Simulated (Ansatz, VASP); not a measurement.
## TiO2 in VASP and in Ansatz

INCAR

```
SYSTEM = TiO2
  PREC = Accurate
  ENCUT = 600
  EDIFF = 1E-6
  ISMEAR = 0
  SIGMA = 0.02
  LREAL = .False.
  LASPH = .True.
  NELM = 150
  ALGO = Normal
  ISIF = 3
  LWAVE = .False.
  LCHARG = .False.
  LMAXMIX = 4
  LDAU = .True.
  LDAUTYPE = 2
  LDAUL = 2 -1
  LDAUU = 4 0
  LDAUJ = 0 0
  LDAUPRINT = 1
  GGA = PE
  IBRION = 2
  NSW = 100
  EDIFFG = -0.005
```

KPOINTS

```
Automatic mesh
0
Gamma
  6 6 10
  0 0 0
```

File POSCAR:

```
TiO2
1.0
    4.6399447466      0.0000000000      0.0000000000
    0.0000000000      4.6399447466      0.0000000000
    0.0000000000      0.0000000000      3.0067234790
Ti O
2 4
Direct
    0.0000000000      0.0000000000      0.0000000000
    0.5000000000      0.5000000000      0.5000000000
    0.3056748343      0.3056748343      0.0000000000
    0.1943251657      0.8056748343      0.5000000000
    0.6943251657      0.6943251657      0.0000000000
    0.8056748343      0.1943251657      0.5000000000
```

Input for Ansatz:

```yaml
crystal:
  lattice:
    - [4.6399447466, 0.0, 0.0]
    - [0.0, 4.6399447466, 0.0]
    - [0.0, 0.0, 3.006723479]
  atoms:
    - { symbol: Ti, position: [0.0, 0.0, 0.0] }
    - { symbol: Ti, position: [0.5, 0.5, 0.5] }
    - { symbol: O, position: [0.3056748343, 0.3056748343, 0.0] }
    - { symbol: O, position: [0.1943251657, 0.8056748343, 0.5] }
    - { symbol: O, position: [0.6943251657, 0.6943251657, 0.0] }
    - { symbol: O, position: [0.8056748343, 0.1943251657, 0.5] }
basis:
  ecutwfc: 420
kpoints:
  mp_grid: { grid: [6, 6, 10] }
hamiltonian:
  xc: pbe
  hubbard: { sites: [{ species: Ti, l: d, u_eff: 4.0 }] }
scf:
  occupations: { method: gaussian, width: 0.02 }
output:
  forces: true
  stress: true
  eigenvalues: true
  write_density: true
  write_potential: true
  elf: true
  volumetric_format: npy
relax:
  adjacent_minimum: "off"
  f_tol: 0.005
  max_steps: 80
  cell: { stress_tol: 0.05 }
```

Alike in both runs: task relaxation of cell and atoms; functional PBE; k mesh 6 × 6 × 10; occupations gaussian, width 0.02 eV; no spin polarisation; Hubbard terms Ti d U = 4.0 eV.

|  | VASP | Ansatz |
| --- | --- | --- |
| version | VASP 6.6.1 | Ansatz 0.2.0 |
| potentials or method | VASP PAW PBE potentials, release 64 (Ti_sv, O), cutoff 600 eV | scalar-relativistic, plane waves, PAW |
| valence electrons in the cell | 48 | 48 |

Ansatz gave:

| Property | Result |
| --- | --- |
| gap on the k mesh at the Fermi level, each at its own relaxed structure (eV) | 2.26 |
| relaxed volume (Å³/atom) | 10.79 |
| relaxed cell length with the largest relative difference (Å) | 4.640 |

**Question.** Estimate VASP's values.

**Answer.** gap on the k mesh at the Fermi level, each at its own relaxed structure (eV): 2.25; relaxed volume (Å³/atom): 10.96; relaxed cell length with the largest relative difference (Å): 4.667.

The programs project onto different local orbitals, so the same U acts differently, and such runs can settle in different states.
